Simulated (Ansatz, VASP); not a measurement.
# GaN: VASP beside Ansatz

```
Ga N
1.0
     0.00000    2.28267    2.24894
     2.28267    0.00000    2.24894
     2.28267    2.28267    0.00000
Ga N
1 1
Direct
  0.00000 0.00000 0.00000
  0.75000 0.75000 0.75000
```

Change from the starting cell: strain +0.015 along x and y, +0.000 along z, atoms carried along.

Alike in both runs: task single point; functional r2SCAN; k mesh 10 × 10 × 10; occupations gaussian, width 0.05 eV; no spin polarisation.

|  | VASP | Ansatz |
| --- | --- | --- |
| version | VASP 6.6.1 | Ansatz 0.2.0 |
| potentials or method | VASP PAW PBE potentials, release 64 (Ga_d, N), cutoff 520 eV | scalar-relativistic, plane waves, PAW |
| valence electrons in the cell | 18 | 18 |

|  | VASP | Ansatz | Ansatz less VASP |
| --- | --- | --- | --- |
| gap on the k mesh at the Fermi level (eV) | 1.92 | 1.92 | +0.007 |
| least direct gap on the mesh (eV) | 1.92 | 1.92 | +0.007 |
| pressure (GPa) | -4.5 | -5.5 | -1.05 |
| traceless stress, the component that is largest in VASP (GPa) | 1.25 | 1.29 | +0.035 |

VASP's potentials were made for PBE, not for r2SCAN. With one functional, cell and mesh, what is left measures potentials, basis and numerics.
